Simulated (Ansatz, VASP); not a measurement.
## One calculation of InSb, two programs

Contents of INCAR:

```
PREC     = Accurate       # precision mode
ENCUT    = 520            # plane-wave cutoff, eV
EDIFF    = 1E-6           # SCF threshold, eV
ISMEAR   = 0              # smearing method
SIGMA    = 0.15           # smearing width, eV
LREAL    = False          # projectors in reciprocal space
LASPH    = True           # aspherical terms in the spheres
NELM     = 100            # most SCF steps
ALGO     = Normal         # electronic algorithm
ISIF     = 2              # what is computed and relaxed
LWAVE    = False          # write WAVECAR
LCHARG   = False          # write CHGCAR
GGA      = PE             # functional
NBANDS   = 16             # bands
```

The input KPOINTS:

```
regular mesh
0
Gamma
  18 18 10
```

File POSCAR:

```
InSb
1.0
    2.9804468321      0.0000000000      0.0000000000
    0.0000000000      2.9804468321      0.0000000000
    0.0000000000      0.0000000000      6.6232187346
In Sb
1 1
Direct
    0.0000000000      0.0000000000      0.0000000000
    0.0000000000      0.0000000000      0.5000000000
```

Input for Ansatz:

```yaml
crystal:
  lattice:
    - [2.9804468321, 0.0, 0.0]
    - [0.0, 2.9804468321, 0.0]
    - [0.0, 0.0, 6.6232187346]
  atoms:
    - { symbol: In, position: [0.0, 0.0, 0.0] }
    - { symbol: Sb, position: [0.0, 0.0, 0.5] }
basis:
  ecutwfc: 420
kpoints:
  mp_grid: { grid: [18, 18, 10] }
hamiltonian:
  xc: pbe
scf:
  occupations: { method: gaussian, width: 0.15 }
output:
  forces: true
  stress: true
  eigenvalues: true
```

Alike in both runs: task single point; functional PBE; k mesh 18 × 18 × 10; occupations gaussian, width 0.15 eV; no spin polarisation.

|  | VASP | Ansatz |
| --- | --- | --- |
| version | VASP 6.6.1 | Ansatz 0.2.0 |
| potentials or method | VASP PAW PBE potentials, release 64 (In_d, Sb), cutoff 520 eV | scalar-relativistic, plane waves, PAW |
| valence electrons in the cell | 18 | 28 |

```csv
,VASP,Ansatz,Ansatz less VASP
gap on the k mesh at the Fermi level (eV),none,none,-
pressure (GPa),1.8,1.8,+0.01
"traceless stress, the component that is largest in VASP (GPa)",-5.57,-5.55,+0.015
```

A gap of «none» marks a metal or a gap that the smearing closes. The functional is the same, so the differences come from potentials, cutoffs and numerics. VASP's potentials hold 18 valence electrons a cell and Ansatz's 28, so a difference there can come from the potentials and not from the codes.

Spin-orbit coupling is off throughout.
